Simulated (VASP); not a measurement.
# Ru: single point with PBEsol

The system is Ru.

```
CELL_PARAMETERS angstrom
2.80270 0.00000 0.00000
-1.40135 2.42721 0.00000
0.00000 0.00000 3.84420
ATOMIC_POSITIONS crystal
Ru 0.33333 0.66667 0.25000
Ru 0.66667 0.33333 0.75000
```

```yaml
Program: VASP 6.6.1
Task: single point
Functional: PBEsol
Potentials_or_basis: VASP PAW PBE potentials, release 64 (Ru_pv)
Cutoff: 520 eV
k_mesh: 18 × 18 × 10
Occupations: gaussian, width 0.15 eV
Spin: no spin polarisation
Dipole_correction: no
Further_INCAR_settings: ALGO = Normal; EDIFF = 1e-07; NBANDS = 21
```

```
Pressure               : 16.4 GPa
Band gap on the k mesh : zero (band 14 reaches 14.94 eV, above the bottom of band 15 at 12.05 eV)
```

Stress tensor (GPa, compression positive):
```
-4.01  0.00  0.00
 0.00 -4.01  0.00
 0.00  0.00 57.31
```

Levels at points of the mesh, in eV from the Fermi level:
```csv
k point,band 10,band 11,band 12,band 13,band 14,band 15,band 16,band 17,band 18,band 19
"(0.00, 0.00, 0.00)",-3.05,-2.66,-2.66,-1.94,-1.94,-1.25,1.20,1.20,3.11,10.22
"(0.50, 0.00, 0.00)",-4.26,-2.46,-1.35,-0.80,0.52,1.40,2.64,3.69,5.69,10.23
"(0.00, 0.00, 0.50)",-3.70,-3.70,-3.70,-2.05,-2.05,0.85,0.85,0.85,0.85,10.23
"(0.50, 0.00, 0.50)",-4.31,-1.78,-1.78,0.25,0.25,1.13,1.13,3.18,3.18,10.21
```

Run time: 37 s on 1 thread of Intel(R) Xeon(R) 6975P-C (Granite Rapids), on a shared host, peak memory 0.21 GiB.

Caveat: the PAW data sets were made with another functional, which shifts forces and pressure a little.
